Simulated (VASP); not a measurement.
Here is a VASP 6.6.1 calculation.

The input INCAR:

```
SYSTEM = Ag
  ALGO = Normal
  EDIFF = 1E-6
  ENCUT = 520
  GGA = PE
  ISIF = 2
  ISMEAR = -1
  LASPH = .TRUE.
  LCHARG = .FALSE.
  LREAL = .FALSE.
  LWAVE = .FALSE.
  NBANDS = 12
  NELM = 100
  PREC = Accurate
  SIGMA = 0.1
```

File KPOINTS:

```
k-points
0
G
  18 18 18
  0 0 0
```

File POSCAR:

```
Ag
1.0
    0.0000000000      2.0739900230      2.0739900230
    2.0739900230      0.0000000000      2.0739900230
    2.0739900230      2.0739900230      0.0000000000
Ag
1
Direct
    0.0000000000      0.0000000000      0.0000000000
```

Potentials or basis: VASP PAW PBE potentials, release 64 (Ag).

Run with:

```console
$ cat potpaw_PBE.64/Ag/POTCAR > POTCAR
$ mpirun -np 1 vasp_std > vasp.out
```

Problem. Estimate the pressure.

Solution. -0.1 GPa.

Problem. Predict the band gap on the k mesh.

Solution. Zero (an odd number of electrons rules out a gap without spin polarisation).
